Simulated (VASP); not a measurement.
Runs of VASP 6.6.1 on Se. The structure is that of space group Im-3m (No. 229), or close to it. The cells are those of the table. 

```tsv
task	cell	k mesh	cutoff (eV)	gap on the mesh (eV)	pressure (GPa)
single point	a = 3.089 Å, angles 109.5°, 1 atom	14 × 14 × 14	520	none	0.3
single point	a = 3.047 Å, angles 109.5°, 1 atom	14 × 14 × 14	520	none	2.7
relaxation of cell and atoms	relaxed from a = 3.048 Å, angles 109.5°, 1 atom	13 × 13 × 13	600	none	0.0
single point	a = 3.004 Å, angles 109.5°, 1 atom	14 × 14 × 14	520	none	5.9
single point	a = 3.208 Å, angles 109.5°, 1 atom	14 × 14 × 14	520	none	-4.5
single point	a = 3.130 Å, angles 109.5°, 1 atom	14 × 14 × 14	520	none	(a)
single point	a = 2.960 Å, angles 109.5°, 1 atom	14 × 14 × 14	520	none	(b)
single point	a = 3.169 Å, angles 109.5°, 1 atom	14 × 14 × 14	520	none	-3.2
```

Alike in all rows: level BLYP; potentials or basis VASP PAW PBE potentials, release 64 (Se); no spin polarisation; smearing fermi-dirac 0.1 eV.

Problem. Estimate the missing entries.

Solution. (a) -1.7; (b) 9.8.

Caveats: the PAW data sets were made with another functional, which shifts forces and pressure a little.

A k mesh can miss the band edges, and the runs leave out spin-orbit coupling on Se.

A gap of «none» marks levels without a gap at the run's occupations.
